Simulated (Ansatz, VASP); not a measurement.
## Two plane-wave programs on Mo

File INCAR:

```
SYSTEM = Mo
PREC = Accurate
ENCUT = 520
EDIFF = 1E-7
ISMEAR = -1
SIGMA = 0.1
LREAL = .False.
LASPH = .True.
NELM = 60
ALGO = Normal
ISIF = 2
LWAVE = .False.
LCHARG = .False.
GGA = RP
NBANDS = 28
```

The input KPOINTS:

```
regular mesh
0
Gamma
  9 9 14
  0 0 0
```

File POSCAR:

```
Mo
1.0
    4.6906993487      0.0000000000      0.0000000000
   -2.3453496744      4.0622647975      0.0000000000
    0.0000000000      0.0000000000      2.5752274974
Mo
3
Direct
    0.0000000000      1.0000000000      0.0000000000
    0.3333333333      0.6666666667      0.5000000000
    0.6666666667      0.3333333333      0.5000000000
```

Input for Ansatz:

```yaml
crystal:
  lattice:
    - [4.6906993487, 0.0, 0.0]
    - [-2.3453496744, 4.0622647975, 0.0]
    - [0.0, 0.0, 2.5752274974]
  atoms:
    - { symbol: Mo, position: [0.0, 1.0, 0.0] }
    - { symbol: Mo, position: [0.3333333333, 0.6666666667, 0.5] }
    - { symbol: Mo, position: [0.6666666667, 0.3333333333, 0.5] }
hamiltonian:
  xc: rpbe
  pseudopotentials:
    kind: paw
    azcp:
      Mo: "pseudopotentials/Mo.paw.azcp"
basis:
  ecutwfc: 420
  fft_grid_basis: typed
kpoints:
  mp_grid: { grid: [9, 9, 14], shift: [0, 0, 0] }
magnetization:
  spin_polarized: false
scf:
  occupations: { method: fermi_dirac, width: 0.1 }
  lower_state_search: "off"
output:
  stress: true
```

Alike in both runs: task single point; functional RPBE; k mesh 9 × 9 × 14; occupations fermi-dirac, width 0.1 eV; no spin polarisation.

|  | VASP | Ansatz |
| --- | --- | --- |
| version | VASP 6.6.1 | Ansatz 0.2.0 |
| potentials or method | VASP PAW PBE potentials, release 64 (Mo_sv), cutoff 520 eV | plane waves (420 eV) with PAW, scalar-relativistic |
| valence electrons in the cell | 42 | 42 |

Ansatz gave:

* pressure (GPa): 0.0
* traceless stress, the component that is largest in VASP (GPa): -0.85

Task: Estimate VASP's values.

Result: Pressure (GPa): 0.5; traceless stress, the component that is largest in VASP (GPa): -0.74.

VASP's potentials were made for PBE, not for RPBE.
